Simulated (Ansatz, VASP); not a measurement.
**Ir in VASP and in Ansatz**

File POSCAR:

```
Ir
1.0
   -1.5466789130      1.5466789130      1.5466789130
    1.5466789130     -1.5466789130      1.5466789130
    1.5466789130      1.5466789130     -1.5466789130
Ir
1
Direct
    0.0000000000      0.0000000000      0.0000000000
```

The input INCAR.step1:

```
SYSTEM = Ir
PREC = Accurate
ENCUT = 550
ISMEAR = -1
SIGMA = 0.05
LREAL = .FALSE.
LASPH = .TRUE.
NELM = 200
ISPIN = 2
MAGMOM = 0.676
LMAXMIX = 4
NBANDS = 14
GGA = PE
ALGO = Normal
EDIFF = 1E-5
LWAVE = .TRUE.
LCHARG = .FALSE.
GGA_COMPAT = .FALSE.
```

File INCAR.step2:

```
SYSTEM = Ir
PREC = Accurate
ENCUT = 550
EDIFF = 1E-6
ISMEAR = -1
SIGMA = 0.05
LREAL = .FALSE.
LASPH = .TRUE.
NELM = 200
ALGO = Normal
ISIF = 2
LWAVE = .FALSE.
LCHARG = .FALSE.
ISPIN = 2
MAGMOM = 0.676
LORBIT = 11
LMAXMIX = 4
METAGGA = R2SCAN
LMIXTAU = .TRUE.
NBANDS = 14
ISTART = 1
GGA_COMPAT = .FALSE.
```

KPOINTS

```
regular mesh
0
G
  23 23 23
  0 0 0
```

Input for Ansatz:

```yaml
crystal:
  lattice:
    - [-1.5466789079, 1.5466789079, 1.5466789079]
    - [1.5466789079, -1.5466789079, 1.5466789079]
    - [1.5466789079, 1.5466789079, -1.5466789079]
  atoms:
    - { symbol: Ir, position: [0.0, 0.0, 0.0], spin: 0.676 }
hamiltonian:
  xc: r2scan
  pseudopotentials:
    kind: paw
    azcp:
      Ir: "pseudopotentials/Ir.paw.azcp"
basis:
  ecutwfc: 500
  fft_grid_basis: typed
kpoints:
  mp_grid: { grid: [23, 23, 23], shift: [0, 0, 0] }
magnetization:
  spin_polarized: true
scf:
  occupations: { method: fermi_dirac, width: 0.05 }
```

Alike in both runs: task single point; functional r2SCAN; k mesh 23 × 23 × 23; occupations fermi-dirac, width 0.05 eV; collinear spin.

```csv
,VASP,Ansatz
version,VASP 6.6.1,Ansatz 0.2.0
potentials or method,"VASP PAW PBE potentials, release 64 (Ir), cutoff 550 eV","plane waves (500 eV) with PAW, scalar-relativistic"
valence electrons in the cell,9,17
```

|  | VASP | Ansatz | Ansatz less VASP |
| --- | --- | --- | --- |
| net moment per atom (μB) | 0.81 | 0.81 | +0.007 |
| size of the moment on the site where the two differ most (μB) | 0.82 | 0.79 | -0.027 |

VASP's potentials were made for PBE, not for r2SCAN. Site moments also hang on the region over which each program counts them. VASP's potentials hold 9 valence electrons a cell and Ansatz's 17, so a difference there can come from the potentials and not from the codes. Ansatz's warnings: stability check not made.

Spin-orbit coupling is off throughout.
